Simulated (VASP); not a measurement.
A run of VASP 6.6.1:

Contents of POSCAR:

```
KCaF3
1.0
    4.4159552192      0.0000000000      0.0000000000
    0.0000000000      4.4159552192      0.0000000000
    0.0000000000      0.0000000000      4.4159552192
K Ca F
1 1 3
Direct
    0.5000000000      0.5000000000      0.5000000000
    0.0000000000      0.0000000000      0.0000000000
    0.0000000000      0.5000000000      0.0000000000
    0.0000000000      0.0000000000      0.5000000000
    0.5000000000      0.0000000000      0.0000000000
```

Contents of INCAR.step1:

```
SYSTEM = KCaF3
PREC = Accurate
ENCUT = 520
ISMEAR = 0
SIGMA = 0.02
LREAL = .FALSE.
LASPH = .TRUE.
NELM = 60
NBANDS = 28
GGA = PE
ALGO = Normal
EDIFF = 1E-4
LWAVE = .TRUE.
LCHARG = .FALSE.
```

INCAR.step2

```
SYSTEM = KCaF3
PREC = Accurate
ENCUT = 520
EDIFF = 1E-7
ISMEAR = 0
SIGMA = 0.02
LREAL = .FALSE.
LASPH = .TRUE.
NELM = 60
ALGO = Normal
ISIF = 2
LWAVE = .FALSE.
LCHARG = .TRUE.
METAGGA = R2SCAN
LMIXTAU = .TRUE.
LELF = .TRUE.
LVHAR = .TRUE.
NBANDS = 28
ISTART = 1
```

File KPOINTS:

```
regular mesh
0
G
  6 6 6
  0 0 0
```

Potentials or basis: VASP PAW PBE potentials, release 64 (K_sv, Ca_sv, F).

Launch:

```sh
$ cat potpaw_PBE.64/K_sv/POTCAR potpaw_PBE.64/Ca_sv/POTCAR potpaw_PBE.64/F/POTCAR > POTCAR
$ cp INCAR.step1 INCAR
$ mpirun -np 1 vasp_std > vasp.out
$ cp INCAR.step2 INCAR
$ mpirun -np 1 vasp_std > vasp.out
```

Hardware: 1 thread of AMD EPYC 7R13 Processor (Zen 3) (shared host).

Question: Estimate the wall time of this run.

Answer: It took 3.3 min on 1 thread of AMD EPYC 7R13 Processor (Zen 3), on a shared host, peak memory 0.21 GiB. Counts: k points 20.
